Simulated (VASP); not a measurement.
# BeS5 (P-62m) in VASP: further runs

The runs below take BeS5 through single point, relaxation of cell and atoms, with PBE.

Everything below comes from runs of VASP 6.6.1. Logs are shortened: lines on timing, memory, paths and dates and some standing lists are left out, and cuts for length are marked.

## 1. The cell of the first run

It takes space group P-62m (No. 189, hexagonal). Conventional cell: a = 4.394 Å, b = 4.394 Å, c = 8.234 Å, α = 90.00°, β = 90.00°, γ = 120.00°. Be (site symmetry -62m) has 6 S at 2.54 Å within 3.3 Å. S (site symmetry -6) has 3 S at 2.54 Å and 3 Be at 2.54 Å within 3.3 Å. Within 2.8 Å of S (site symmetry m2m) lie 6 S at 2.12 to 2.77 Å.

The cell was built from a structure type or drawn by symmetry, and may not be a known phase.

## 2. Single point, PBE

INCAR

```
SYSTEM = BeS5
ALGO = Normal
EDIFF = 1E-6
ENCUT = 520
GGA = PE
ISIF = 2
ISMEAR = 0
LASPH = .TRUE.
LCHARG = .FALSE.
LREAL = .FALSE.
LWAVE = .FALSE.
NBANDS = 25
NELM = 80
PREC = Accurate
SIGMA = 0.1
```

KPOINTS

```
k-points
0
G
  12 12 6
  0 0 0
```

POSCAR

```
BeS5
1.0
    4.3938358388      0.0000000000      0.0000000000
   -2.1969179194      3.8051734564      0.0000000000
    0.0000000000      0.0000000000      8.2338758130
Be S
1 5
Direct
    0.0000000000      0.0000000000      0.0000000000
    0.3333333333      0.6666666667      0.0000000000
    0.0000000000      0.7218006799      0.5000000000
    0.7218006799      0.0000000000      0.5000000000
    0.2781993201      0.2781993201      0.5000000000
    0.6666666667      0.3333333333      0.0000000000
```

Potentials or basis: VASP PAW PBE potentials, release 64 (Be, S).

Started as:

```bash
$ cat potpaw_PBE.64/Be/POTCAR potpaw_PBE.64/S/POTCAR > POTCAR
$ mpirun -np 1 vasp_std > vasp.out
```

OUTCAR:

```text
SYSTEM = BeS5
   EDIFF = 1E-6
   ENCUT = 520
   GGA = PE
   ISIF = 2
   ISMEAR = 0
   LASPH = .TRUE.
   LREAL = .FALSE.
   NELM = 80
   PREC = Accurate

 ion  position               nearest neighbor table
   1  0.000  0.000  0.000-   2 2.54   6 2.54   2 2.54   6 2.54   6 2.54   2 2.54
   2  0.333  0.667  0.000-   6 2.54   1 2.54   6 2.54   1 2.54   1 2.54   6 2.54
   3  0.000  0.722  0.500-   5 2.12   4 2.12   4 2.77   5 2.77   5 2.77   4 2.77
   4  0.722  0.000  0.500-   5 2.12   3 2.12   3 2.77   5 2.77   3 2.77   5 2.77
   5  0.278  0.278  0.500-   3 2.12   4 2.12   4 2.77   3 2.77   3 2.77   4 2.77
   6  0.667  0.333  0.000-   2 2.54   1 2.54   2 2.54   1 2.54   1 2.54   2 2.54

  LATTYP: Found a hexagonal cell.
 ALAT       =     4.3938358388
 C/A-ratio  =     1.8739607293

  Lattice vectors:

 A1 = (   4.3938358388,   0.0000000000,   0.0000000000)
 A2 = (  -2.1969179194,   3.8051734564,   0.0000000000)
 A3 = (   0.0000000000,   0.0000000000,   8.2338758130)

Analysis of symmetry for initial positions (statically):
=====================================================================
 Subroutine PRICEL returns:
 Original cell was already a primitive cell.

 Routine SETGRP: Setting up the symmetry group for a
 hexagonal supercell.

 Subroutine GETGRP returns: Found 12 space group operations
 (whereof 12 operations were pure point group operations)
 out of a pool of 24 trial point group operations.

The static configuration has the point symmetry D_3h.

Analysis of symmetry for dynamics (positions and initial velocities):
=====================================================================
 Subroutine PRICEL returns:
 Original cell was already a primitive cell.

 Routine SETGRP: Setting up the symmetry group for a
 hexagonal supercell.

 Subroutine GETGRP returns: Found 12 space group operations
 (whereof 12 operations were pure point group operations)
 out of a pool of 24 trial point group operations.

The dynamic configuration has the point symmetry D_3h.

 Subroutine INISYM returns: Found 12 space group operations
 (whereof 12 operations are pure point group operations),
 and found     1 'primitive' translations

----------------------------------------------------------------------------------------

                                     Primitive cell

  volume of cell :     137.6647
[... 98 lines left out ...]
   LREAL  =      F    real-space projection
   EDIFFG = 0.1E-04   stopping-criterion for IOM
   NSW    =      0    number of steps for IOM
   IBRION =     -1    ionic relax: 0-MD 1-quasi-New 2-CG
   NFREE  =      0    steps in history (QN), initial steepest desc. (CG)
   ISIF   =      2    stress and relaxation
   ISYM   =      2    0-nonsym 1-usesym 2-fastsym
   POTIM  = 0.5000    time-step for ionic-motion
   TEBEG  =    0.0;   TEEND  =   0.0 temperature during run
   PSTRESS=    0.0 pullay stress
   NELECT =      32.0000    total number of electrons
   NUPDOWN=      -1.0000    fix difference up-down
   EMIN   =  10.00;   EMAX   =-10.00  energy-range for DOS
   EFERMI =   0.00;   METHOD = LEGACY
   ISMEAR =     0;   SIGMA  =   0.10  broadening in eV -4-tet -1-fermi 0-gaus
   EFERMI_NEDOS =   21; number of points for ismear=-14 and -15
   IALGO  =     38    algorithm
   IMIX   =      4    mixing-type and parameters
     AMIX     =   0.40;   BMIX     =  1.00
     AMIX_MAG =   1.60;   BMIX_MAG =  1.00
  volume/ion in A,a.u.               =      22.94       154.83
  Fermi-wavevector in a.u.,A,eV,Ry     =   1.006585  1.902171 13.785616  1.013214
  Thomas-Fermi vector in A             =   2.139337
   LORBIT       =      0    0 simple, 1 ext, 2 COOP (PROOUT), +10 PAW based schemes
   GGA     = PE    functional components
   LHFCALC =     F    Hartree Fock is set to
   AEXX    =    0.0000 exact exchange contribution
   IVDW    =     0    specifies the selected vdW correction
   LEPSILON=     F    determine dielectric tensor
   LRPA    =     F    only Hartree local field effects (RPA)
 non-spin polarized calculation
 Gauss-broadening in eV      SIGMA  =   0.10
  energy-cutoff  :      520.00
  volume of cell :      137.66
 maximum number of plane-waves:      3745
 NGX is ok and might be reduce to    36
   NGX = 17   NGY = 17   NGZ = 31

 number of electron      31.9999996 magnetization

 Free energy of the ion-electron system (eV)
  ---------------------------------------------------
  ext. energy  EPLUGINS =         0.00000000
  ---------------------------------------------------
  free energy    TOTEN  =       -20.20839717 eV

  energy without entropy =      -20.19383840  energy(sigma->0) =      -20.20111779

 E-fermi :   2.7751     XC(G=0):  -8.3956

 val. band max:        2.7694282558   @ k =   0.2500   0.0000   0.0000
 cond. band min:       2.7839291683   @ k =   0.1667   0.0833   0.3333
 fundamental gap:      0.0145009126
 Fermi energy:         2.7750727331

 k-point     1 :       0.0000    0.0000    0.0000
  band No.  band energies     occupation
      1     -14.9765      2.00000
      2     -11.9531      2.00000
      3      -7.3731      2.00000
      4      -7.3731      2.00000
      5      -6.7834      2.00000
      6      -4.8893      2.00000
[... 661 lines left out ...]
     24       8.4879      0.00000
     25       9.0778      0.00000

 [... further k-points ...]

------------------------ aborting loop because EDIFF is reached ----------------------------------------

  FORCE on cell =-STRESS in cart. coord.  units (eV):
  Direction    XX          YY          ZZ          XY          YZ          ZX
  --------------------------------------------------------------------------------------
  -------------------------------------------------------------------------------------
  Total       -0.3389007     -0.3389007     -0.0241368     -0.0000000      0.0000000      0.0000000
  in kB       -3.9442139     -3.9442139     -0.2809103     -0.0000000      0.0000000      0.0000000
  external PRESSURE =      -2.7231127 kB  Pullay stress =       0.0000000 kB

 VOLUME and BASIS-vectors are now :
 -----------------------------------------------------------------------------
  energy-cutoff  :      520.00
  volume of cell :      137.66
      direct lattice vectors                 reciprocal lattice vectors
     4.393835839  0.000000000  0.000000000     0.227591571  0.131400055  0.000000000
    -2.196917919  3.805173456  0.000000000     0.000000000  0.262800109  0.000000000
     0.000000000  0.000000000  8.233875813     0.000000000  0.000000000  0.121449488

 POSITION                                       TOTAL-FORCE (eV/Angst)
 -----------------------------------------------------------------------------------
      0.00000      0.00000      0.00000         0.000000     -0.000000     -0.000000
     -0.00000      2.53678      0.00000         0.000000     -0.000000     -0.000000
     -1.58574      2.74658      4.11694        -0.100018      0.173236      0.000000
      3.17147      0.00000      4.11694         0.200035      0.000000      0.000000
      0.61118      1.05860      4.11694        -0.100018     -0.173236     -0.000000
      2.19692      1.26839      0.00000         0.000000      0.000000     -0.000000
 -----------------------------------------------------------------------------------
    total drift:                                0.000000      0.000000      0.000000

  FREE ENERGIE OF THE ION-ELECTRON SYSTEM (eV)
  ---------------------------------------------------
  free  energy   TOTEN  =       -20.2083971715 eV

  energy  without entropy=      -20.1938383998  energy(sigma->0) =      -20.20111779
```

OSZICAR:

```text
N       E                     dE             d eps       ncg     rms          rms(c)
DAV:   1     0.173891831600E+03    0.17389E+03   -0.13402E+04  3800   0.109E+03
DAV:   2    -0.529471585390E+01   -0.17919E+03   -0.16645E+03  5014   0.196E+02
DAV:   3    -0.202176380627E+02   -0.14923E+02   -0.14549E+02  5089   0.618E+01
DAV:   4    -0.205285739532E+02   -0.31094E+00   -0.30973E+00  4855   0.105E+01
DAV:   5    -0.205373053238E+02   -0.87314E-02   -0.87221E-02  5150   0.169E+00    0.220E+01
DAV:   6    -0.202698799903E+02    0.26743E+00   -0.59663E-01  4926   0.273E+00    0.132E+01
DAV:   7    -0.203919149548E+02   -0.12203E+00   -0.17317E+00  5318   0.305E+00    0.367E+00
DAV:   8    -0.202181913377E+02    0.17372E+00   -0.26572E-01  5006   0.206E+00    0.653E-01
DAV:   9    -0.202090720242E+02    0.91193E-02   -0.34697E-02  4632   0.701E-01    0.442E-01
DAV:  10    -0.202081603415E+02    0.91168E-03   -0.12287E-02  4752   0.397E-01    0.879E-02
DAV:  11    -0.202082690796E+02   -0.10874E-03   -0.75731E-04  4807   0.127E-01    0.588E-02
DAV:  12    -0.202083523384E+02   -0.83259E-04   -0.95267E-05  4461   0.428E-02    0.281E-02
DAV:  13    -0.202083938391E+02   -0.41501E-04   -0.54062E-05  4253   0.300E-02    0.107E-02
DAV:  14    -0.202083970731E+02   -0.32341E-05   -0.39608E-06  4845   0.930E-03    0.626E-03
DAV:  15    -0.202083971715E+02   -0.98372E-07   -0.32647E-07  3378   0.293E-03
   1 F= -.20208397E+02 E0= -.20201118E+02  d E =-.145588E-01
```

stdout:

```text
POSCAR found type information on POSCAR BeS
 POSCAR found :  2 types and       6 ions
 scaLAPACK will be used
 LDA part: xc-table for (Slater+PW92), standard interpolation
 POSCAR, INCAR and KPOINTS ok, starting setup
 FFT: planning ... GRIDC
 FFT: planning ... GRID_SOFT
 FFT: planning ... GRID
 WAVECAR not read
 entering main loop
```

It took 7.4 min on 1 thread of Intel Xeon 8259CL, shared host; peak memory 0.39 GiB.

Results:

```
Free energy            : -20.2084 eV
Pressure               : -0.3 GPa
Largest force          : 0.200 eV/Å
Band gap on the k mesh : zero (bands 16 and 17 overlap by 0.81 eV)
```

Forces on the atoms (eV/Å):
```
Be   0.000  0.000  0.000
S    0.000  0.000  0.000
S   -0.100  0.173  0.000
S    0.200  0.000  0.000
S   -0.100 -0.173  0.000
S    0.000  0.000  0.000
```

Stress tensor (GPa, compression positive):
```
-0.39  0.00  0.00
 0.00 -0.39  0.00
 0.00  0.00 -0.03
```

Levels at points of the mesh, in eV from the Fermi level:
```
           k point  band 13  band 14  band 15  band 16  band 17  band 18  band 19  band 20
(0.00, 0.00, 0.00)    -2.37    -2.19    -2.19     0.27     0.27     0.46     1.15     4.18
(0.50, 0.00, 0.00)    -1.61    -1.34    -0.33     0.57     0.72     1.79     2.45     3.10
(0.00, 0.00, 0.50)    -2.38    -2.20    -2.20     0.28     0.28     0.47     1.28     4.24
(0.50, 0.00, 0.50)    -1.92    -1.38    -0.34     0.58     0.72     1.78     2.44     2.88
```

## 3. Relaxation of cell and atoms, PBE

This run uses another cell than the first one, of 21.88 Å³/atom.

INCAR

```
PREC = Accurate ; ENCUT = 600
EDIFF = 1E-6 ; ISMEAR = 0
SIGMA = 0.1 ; LREAL = False
LASPH = True ; NELM = 80
ALGO = Normal ; ISIF = 3
LWAVE = False ; LCHARG = False
GGA = PE ; IBRION = 2
NSW = 100 ; EDIFFG = -0.01
```

KPOINTS

```
Automatic mesh
0
Gamma
  12 12 6
```

POSCAR

```
BeS5
1.0
    4.4240602026      0.0000000000      0.0000000000
   -2.2120301013      3.8313485233      0.0000000000
    0.0000000000      0.0000000000      7.7433385413
Be S
1 5
Direct
    0.0000000000      0.0000000000      0.0000000000
    0.3333333333      0.6666666667      0.0000000000
    0.0000000000      0.7253535690      0.5000000000
    0.7253535690      0.0000000000      0.5000000000
    0.2746464310      0.2746464310      0.5000000000
    0.6666666667      0.3333333333      0.0000000000
```

Potentials or basis: VASP PAW PBE potentials, release 64 (Be, S).

Started as:

```bash
$ cat potpaw_PBE.64/Be/POTCAR potpaw_PBE.64/S/POTCAR > POTCAR
$ mpirun -np 1 vasp_std > vasp.out
```

Run time: 59 min. Hardware: 1 thread of Intel Xeon 8259CL, shared host; peak memory 0.42 GiB.

Results (log left out):

```yaml
Free_energy: -20.2111 eV
Relaxed_volume: 22.84 Å³/atom
Relaxed_cell: a = 4.398 Å, b = 4.398 Å, c = 8.183 Å, α = 90.00°, β = 90.00°, γ = 120.00°
Space_group_after_relaxing_to_0.1_Å: P-62m (No. 189)
Energy_gained_by_relaxing: 1.4 meV/atom
Ionic_steps: 19
Pressure_after_relaxing: 0.0 GPa
Largest_force_after_relaxing: 0.009 eV/Å
Band_gap_on_the_k_mesh: zero (bands 16 and 17 overlap by 0.81 eV)
```

Forces on the atoms (eV/Å):
```
Be   0.000  0.000  0.000
S    0.000  0.000  0.000
S    0.005 -0.008  0.000
S   -0.009  0.000  0.000
S    0.005  0.008  0.000
S    0.000  0.000  0.000
```

Step by step:
```csv
step,energy change (eV),largest force (eV/Å),pressure (GPa),volume (Å³)
1,0.0000,0.0037,-0.52,131.25
2,-0.0024,0.2116,0.36,129.89
3,-0.0030,0.1475,0.09,130.30
4,-0.0048,0.0232,0.09,130.01
5,-0.0049,0.0082,0.10,129.93
6,-0.0051,0.0150,0.06,130.16
7,-0.0057,0.0355,-0.03,130.84
8,-0.0062,0.0763,-0.21,132.22
9,-0.0063,0.0732,-0.20,132.26
10,-0.0065,0.0635,-0.19,132.40
11,-0.0068,0.0444,-0.15,132.67
12,-0.0074,0.0060,-0.07,133.21
13,-0.0078,0.0723,0.09,134.29
14,-0.0080,0.0672,0.07,134.72
15,-0.0084,0.0515,0.05,136.04
16,-0.0085,0.0203,-0.02,138.67
17,-0.0086,0.0296,-0.01,137.92
18,-0.0085,0.0372,0.00,137.27
19,-0.0086,0.0094,-0.03,137.07
```

Final structure:
```
Be S
1.0
     4.39791    0.00000    0.00000
    -2.19896    3.80870    0.00000
     0.00000    0.00000    8.18309
Be S
1 5
Direct
  0.00000 0.00000 0.00000
  0.33333 0.66667 0.00000
  0.00000 0.72379 0.50000
  0.72379 0.00000 0.50000
  0.27621 0.27621 0.50000
  0.66667 0.33333 0.00000
```

Levels at points of the mesh, in eV from the Fermi level:
| k point | band 14 | band 15 | band 16 | band 17 | band 18 | band 19 |
| --- | --- | --- | --- | --- | --- | --- |
| (0.00, 0.00, 0.00) | -2.18 | -2.18 | 0.25 | 0.25 | 0.46 | 1.13 |
| (0.50, 0.00, 0.00) | -1.34 | -0.33 | 0.56 | 0.76 | 1.78 | 2.50 |
| (0.00, 0.00, 0.50) | -2.19 | -2.19 | 0.26 | 0.26 | 0.47 | 1.27 |
| (0.50, 0.00, 0.50) | -1.38 | -0.35 | 0.57 | 0.76 | 1.78 | 2.48 |
